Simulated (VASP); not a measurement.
# Ga4AsN3 (Pm-3m) in VASP: notebook

Ga4AsN3 is run at these levels: PBE; tasks: single point, relaxation of cell and atoms.

All numbers are computed with VASP 6.6.1; they aren't measurements. Logs are shortened: lines on timing, memory, paths and dates and some standing lists are left out, and cuts for length are marked.

## (1) The cell of the first run

Symmetry: Pm-3m, No. 221, cubic system. The conventional cell has a = 5.052 Å, b = 5.052 Å, c = 5.052 Å, α = 90.00°, β = 90.00°, γ = 90.00°. Within 3.3 Å of Ga (site symmetry 4/mmm) lie 2 As at 2.53 Å and 4 N at 2.53 Å. Ga (site symmetry m-3m) has 6 N at 2.53 Å within 3.3 Å. As (site symmetry m-3m) has 6 Ga at 2.53 Å within 3.3 Å. Within 3.3 Å of N (site symmetry 4/mmm) lie 6 Ga at 2.53 Å.

## (2) Single point, PBE

Contents of INCAR:

```
SYSTEM = Ga4AsN3
  ALGO = Normal
  EDIFF = 1E-6
  ENCUT = 520
  GGA = PE
  ISIF = 2
  ISMEAR = 0
  LASPH = .True.
  LCHARG = .False.
  LREAL = .False.
  LWAVE = .False.
  NBANDS = 46
  NELM = 60
  PREC = Accurate
  SIGMA = 0.1
```

Contents of KPOINTS:

```
k-points
0
Gamma
  4 4 4
  0 0 0
```

Contents of POSCAR:

```
Ga4AsN3
1.0
    5.0517563300      0.0000000000      0.0000000000
    0.0000000000      5.0517563300      0.0000000000
    0.0000000000      0.0000000000      5.0517563300
Ga As N
4 1 3
Direct
    0.0000000000      0.5000000000      0.0000000000
    0.5000000000      0.5000000000      0.5000000000
    0.0000000000      0.0000000000      0.5000000000
    0.5000000000      0.0000000000      0.0000000000
    0.0000000000      0.0000000000      0.0000000000
    0.5000000000      0.0000000000      0.5000000000
    0.5000000000      0.5000000000      0.0000000000
    0.0000000000      0.5000000000      0.5000000000
```

Potentials or basis: VASP PAW PBE potentials, release 64 (Ga_d, As, N).

On the command line:

```sh
$ cat potpaw_PBE.64/Ga_d/POTCAR potpaw_PBE.64/As/POTCAR potpaw_PBE.64/N/POTCAR > POTCAR
$ mpirun -np 1 vasp_std > vasp.out
```

OUTCAR:

```text
SYSTEM = Ga4AsN3
   EDIFF = 1E-6
   ENCUT = 520
   GGA = PE
   ISIF = 2
   ISMEAR = 0
   LASPH = .True.
   LREAL = .False.
   NELM = 60
   PREC = Accurate

 ion  position               nearest neighbor table
   1  0.000  0.500  0.000-   5 2.53   5 2.53
   2  0.500  0.500  0.500-
   3  0.000  0.000  0.500-   5 2.53   5 2.53
   4  0.500  0.000  0.000-   5 2.53   5 2.53
   5  0.000  0.000  0.000-   1 2.53   3 2.53   4 2.53   3 2.53   1 2.53   4 2.53
   6  0.500  0.000  0.500-
   7  0.500  0.500  0.000-
   8  0.000  0.500  0.500-

  LATTYP: Found a simple cubic cell.
 ALAT       =     5.0517563300

  Lattice vectors:

 A1 = (   5.0517563300,   0.0000000000,   0.0000000000)
 A2 = (   0.0000000000,   5.0517563300,   0.0000000000)
 A3 = (   0.0000000000,   0.0000000000,   5.0517563300)

Analysis of symmetry for initial positions (statically):
=====================================================================
 Subroutine PRICEL returns:
 Original cell was already a primitive cell.

 Routine SETGRP: Setting up the symmetry group for a
 simple cubic supercell.

 Subroutine GETGRP returns: Found 48 space group operations
 (whereof 48 operations were pure point group operations)
 out of a pool of 48 trial point group operations.

The static configuration has the point symmetry O_h .

Analysis of symmetry for dynamics (positions and initial velocities):
=====================================================================
 Subroutine PRICEL returns:
 Original cell was already a primitive cell.

 Routine SETGRP: Setting up the symmetry group for a
 simple cubic supercell.

 Subroutine GETGRP returns: Found 48 space group operations
 (whereof 48 operations were pure point group operations)
 out of a pool of 48 trial point group operations.

The dynamic configuration has the point symmetry O_h .

 Subroutine INISYM returns: Found 48 space group operations
 (whereof 48 operations are pure point group operations),
 and found     1 'primitive' translations

----------------------------------------------------------------------------------------

                                     Primitive cell

  volume of cell :     128.9220

  direct lattice vectors                    reciprocal lattice vectors
     5.051756330  0.000000000  0.000000000     0.197950957  0.000000000  0.000000000
     0.000000000  5.051756330  0.000000000     0.000000000  0.197950957  0.000000000
     0.000000000  0.000000000  5.051756330     0.000000000  0.000000000  0.197950957

  length of vectors
     5.051756330  5.051756330  5.051756330     0.197950957  0.197950957  0.197950957

  position of ions in fractional coordinates (direct lattice)
     0.000000000  0.500000000  0.000000000
     0.500000000  0.500000000  0.500000000
     0.000000000  0.000000000  0.500000000
     0.500000000  0.000000000  0.000000000
     0.000000000  0.000000000  0.000000000
     0.500000000  0.000000000  0.500000000
     0.500000000  0.500000000  0.000000000
     0.000000000  0.500000000  0.500000000

  ion indices of the primitive-cell ions
   primitive index   ion index
                 1           1
                 2           2
                 3           3
                 4           4
                 5           5
                 6           6
                 7           7
                 8           8

----------------------------------------------------------------------------------------

 KPOINTS: k-points

Automatic generation of k-mesh.
 Grid dimensions read from file:
 generate k-points for:    4    4    4

 Generating k-lattice:

  Cartesian coordinates                     Fractional coordinates (reciprocal lattice)
     0.049487739  0.000000000  0.000000000     0.250000000  0.000000000  0.000000000
     0.000000000  0.049487739  0.000000000     0.000000000  0.250000000  0.000000000
     0.000000000  0.000000000  0.049487739     0.000000000  0.000000000  0.250000000

  Length of vectors
     0.049487739  0.049487739  0.049487739

  Shift w.r.t. Gamma in fractional coordinates (k-lattice)
     0.000000000  0.000000000  0.000000000

 Subroutine IBZKPT returns following result:
 ===========================================

 Found     10 irreducible k-points:

 Following reciprocal coordinates:
            Coordinates               Weight
  0.000000  0.000000  0.000000      1.000000
  0.250000  0.000000  0.000000      6.000000
  0.500000  0.000000  0.000000      3.000000
  0.250000  0.250000  0.000000     12.000000
  0.500000  0.250000  0.000000     12.000000
  0.500000  0.500000  0.000000      3.000000
  0.250000  0.250000  0.250000      8.000000
  0.500000  0.250000  0.250000     12.000000
  0.500000  0.500000  0.250000      6.000000
  0.500000  0.500000  0.500000      1.000000
   k-points           NKPTS =     10   k-points in BZ     NKDIM =     10   number of bands    NBANDS=     46
   number of dos      NEDOS =    301   number of ions     NIONS =      8
   total plane-waves  NPLWV =  64000
   dimension x,y,z NGX =    40 NGY =   40 NGZ =   40
   dimension x,y,z NGXF=    80 NGYF=   80 NGZF=   80
   ions per type =               4   1   3
   NGX,Y,Z   is equivalent  to a cutoff of  13.16, 13.16, 13.16 a.u.
   NGXF,Y,Z  is equivalent  to a cutoff of  26.33, 26.33, 26.33 a.u.
 SYSTEM =  Ga4AsN3
   PREC   = accura    normal or accurate (medium, high low for compatibility)
   ISTART =      0    job   : 0-new  1-cont  2-samecut
   ICHARG =      2    charge: 1-file 2-atom 10-const
   ISPIN  =      1    spin polarized calculation?
   LNONCOLLINEAR =      F non collinear calculations
   LSORBIT =      F    spin-orbit coupling
   LASPH  =      T    aspherical Exc in radial PAW
   ENCUT  =  520.0 eV  38.22 Ry    6.18 a.u.   9.39  9.39  9.39*2*pi/ulx,y,z
   NELM   =     60;   NELMIN=  2; NELMDL= -5     # of ELM steps
   EDIFF  = 0.1E-05   stopping-criterion for ELM
   LREAL  =      F    real-space projection
[... 7 lines left out ...]
   TEBEG  =    0.0;   TEEND  =   0.0 temperature during run
   PSTRESS=    0.0 pullay stress
   NELECT =      72.0000    total number of electrons
   NUPDOWN=      -1.0000    fix difference up-down
   EMIN   =  10.00;   EMAX   =-10.00  energy-range for DOS
   EFERMI =   0.00;   METHOD = LEGACY
   ISMEAR =     0;   SIGMA  =   0.10  broadening in eV -4-tet -1-fermi 0-gaus
   EFERMI_NEDOS =   21; number of points for ismear=-14 and -15
   IALGO  =     38    algorithm
   IMIX   =      4    mixing-type and parameters
     AMIX     =   0.40;   BMIX     =  1.00
     AMIX_MAG =   1.60;   BMIX_MAG =  1.00
  volume/ion in A,a.u.               =      16.12       108.75
  Fermi-wavevector in a.u.,A,eV,Ry     =   1.348166  2.547664 24.729279  1.817551
  Thomas-Fermi vector in A             =   2.475857
   LORBIT       =      0    0 simple, 1 ext, 2 COOP (PROOUT), +10 PAW based schemes
   GGA     = PE    functional components
   LHFCALC =     F    Hartree Fock is set to
   AEXX    =    0.0000 exact exchange contribution
   IVDW    =     0    specifies the selected vdW correction
   LEPSILON=     F    determine dielectric tensor
   LRPA    =     F    only Hartree local field effects (RPA)
 non-spin polarized calculation
 Gauss-broadening in eV      SIGMA  =   0.10
  energy-cutoff  :      520.00
  volume of cell :      128.92
 maximum number of plane-waves:      3495
 NGX is ok and might be reduce to    40
   NGX = 19   NGY = 19   NGZ = 19

 number of electron      72.0000088 magnetization

 Free energy of the ion-electron system (eV)
  ---------------------------------------------------
  ext. energy  EPLUGINS =         0.00000000
  ---------------------------------------------------
  free energy    TOTEN  =       -35.23392207 eV

  energy without entropy =      -35.20437734  energy(sigma->0) =      -35.21914970

 E-fermi :   3.7919     XC(G=0): -10.6183

 val. band max:        3.7811588931   @ k =   0.2500   0.2500   0.0000
 cond. band min:       3.9965418321   @ k =   0.2500   0.2500   0.0000
 fundamental gap:      0.2153829390
 Fermi energy:         3.7919416270

 k-point     1 :       0.0000    0.0000    0.0000
  band No.  band energies     occupation
      1     -11.1490      2.00000
      2     -10.8992      2.00000
      3     -10.8992      2.00000
      4     -10.7784      2.00000
      5     -10.7784      2.00000
      6     -10.7784      2.00000
[... 38 lines left out ...]
     45      11.4208      0.00000
     46      11.4211      0.00000

 k-point     2 :       0.2500    0.0000    0.0000
  band No.  band energies     occupation
      1     -11.0978      2.00000
      2     -10.8731      2.00000
      3     -10.8631      2.00000
      4     -10.7817      2.00000
      5     -10.7770      2.00000
      6     -10.7666      2.00000
[... 38 lines left out ...]
     45      10.8483      0.00000
     46      10.9675      0.00000

 k-point     3 :       0.5000    0.0000    0.0000
  band No.  band energies     occupation
      1     -11.0335      2.00000
      2     -10.8555      2.00000
      3     -10.8151      2.00000
      4     -10.8040      2.00000
      5     -10.7757      2.00000
      6     -10.7742      2.00000
[... 38 lines left out ...]
     45      10.1144      0.00000
     46      10.2755      0.00000

 k-point     4 :       0.2500    0.2500    0.0000
  band No.  band energies     occupation
      1     -11.0480      2.00000
      2     -10.8501      2.00000
      3     -10.8324      2.00000
      4     -10.7836      2.00000
      5     -10.7774      2.00000
      6     -10.7695      2.00000
[... 234 lines left out ...]
     45      10.1799      0.00000
     46      10.5021      0.00000

 k-point     9 :       0.5000    0.5000    0.2500
  band No.  band energies     occupation
      1     -10.8739      2.00000
      2     -10.8465      2.00000
      3     -10.8465      2.00000
      4     -10.7491      2.00000
      5     -10.7471      2.00000
      6     -10.7471      2.00000
[... 38 lines left out ...]
     45       9.1935      0.00000
     46       9.9905      0.00000

 k-point    10 :       0.5000    0.5000    0.5000
  band No.  band energies     occupation
      1     -10.8468      2.00000
      2     -10.8468      2.00000
      3     -10.8468      2.00000
      4     -10.7435      2.00000
      5     -10.7435      2.00000
      6     -10.7435      2.00000
[... 38 lines left out ...]
     45       8.9246      0.00000
     46       9.0843      0.00000

------------------------ aborting loop because EDIFF is reached ----------------------------------------

  FORCE on cell =-STRESS in cart. coord.  units (eV):
  Direction    XX          YY          ZZ          XY          YZ          ZX
  --------------------------------------------------------------------------------------
  -------------------------------------------------------------------------------------
  Total      -14.0209703    -14.0209703    -14.0209703     -0.0000000      0.0000000     -0.0000000
  in kB     -174.2454585   -174.2454585   -174.2454585     -0.0000000      0.0000000     -0.0000000
  external PRESSURE =    -174.2454585 kB  Pullay stress =       0.0000000 kB

 VOLUME and BASIS-vectors are now :
 -----------------------------------------------------------------------------
  energy-cutoff  :      520.00
  volume of cell :      128.92
      direct lattice vectors                 reciprocal lattice vectors
     5.051756330  0.000000000  0.000000000     0.197950957  0.000000000  0.000000000
     0.000000000  5.051756330  0.000000000     0.000000000  0.197950957  0.000000000
     0.000000000  0.000000000  5.051756330     0.000000000  0.000000000  0.197950957

 POSITION                                       TOTAL-FORCE (eV/Angst)
 -----------------------------------------------------------------------------------
      0.00000      2.52588      0.00000         0.000000      0.000000      0.000000
      2.52588      2.52588      2.52588         0.000000      0.000000      0.000000
      0.00000      0.00000      2.52588         0.000000      0.000000      0.000000
      2.52588      0.00000      0.00000         0.000000      0.000000      0.000000
      0.00000      0.00000      0.00000         0.000000      0.000000      0.000000
      2.52588      0.00000      2.52588         0.000000      0.000000      0.000000
      2.52588      2.52588      0.00000         0.000000      0.000000      0.000000
      0.00000      2.52588      2.52588         0.000000      0.000000      0.000000
 -----------------------------------------------------------------------------------
    total drift:                               -0.000000      0.000000     -0.000000

  FREE ENERGIE OF THE ION-ELECTRON SYSTEM (eV)
  ---------------------------------------------------
  free  energy   TOTEN  =       -35.2339220664 eV

  energy  without entropy=      -35.2043773353  energy(sigma->0) =      -35.21914970
```

It took 40 s on 1 thread of Intel Xeon 6975P-C (Granite Rapids), shared host; peak memory 0.25 GiB.

Results:

```yaml
Free_energy: -35.2339 eV
Pressure: -17.4 GPa
Band_gap_on_the_k_mesh: zero (bands 36 and 37 overlap by 0.71 eV)
```

Levels at points of the mesh, in eV from the Fermi level:
| k point | band 34 | band 35 | band 36 | band 37 | band 38 | band 39 |
| --- | --- | --- | --- | --- | --- | --- |
| (0.00, 0.00, 0.00) | -1.74 | -1.74 | -1.74 | -0.50 | -0.18 | -0.18 |
| (0.50, 0.00, 0.00) | -1.10 | -1.03 | -1.03 | 0.99 | 1.48 | 1.49 |
| (0.50, 0.50, 0.00) | -0.28 | -0.08 | -0.08 | 2.12 | 2.69 | 3.27 |
| (0.50, 0.50, 0.50) | 0.21 | 0.21 | 0.21 | 2.11 | 2.11 | 2.11 |

Caveat: the cell stands under tension; semilocal functionals underestimate gaps, so a narrow gap can read as zero.

(Part 1 of 2 ends here.)
